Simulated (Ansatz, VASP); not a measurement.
## Two plane-wave programs on As

```
As
1.0
    -1.68398    1.68398    1.68398
     1.68398   -1.68398    1.68398
     1.68398    1.68398   -1.68398
As
1
Direct
  0.00000 0.00000 0.00000
```

Alike in both runs: functional PBE; k mesh 16 × 16 × 16; occupations fermi-dirac, width 0.05 eV; no spin polarisation.

Ansatz relaxed the structure, and its values are those at the end. VASP's run is a single point on that final structure, the one shown.

|  | VASP | Ansatz |
| --- | --- | --- |
| version | VASP 6.6.1 | Ansatz 0.2.0 |
| potentials or method | VASP PAW PBE potentials, release 64 (As) | PAW with Ansatz's default frozen-core files, scalar-relativistic |
| plane-wave cutoff (eV) | 520 | 420 |
| valence electrons in the cell | 5 | 15 |

Ansatz gave:

| Quantity | Value |
| --- | --- |
| pressure (GPa) | 0.0 |

**Question.** Estimate VASP's values.

**Answer.** Pressure (GPa): 0.1.

With one functional, cell and mesh, what is left measures potentials, basis and numerics. VASP's potentials hold 5 valence electrons a cell and Ansatz's 15, so a difference there can come from the potentials and not from the codes.
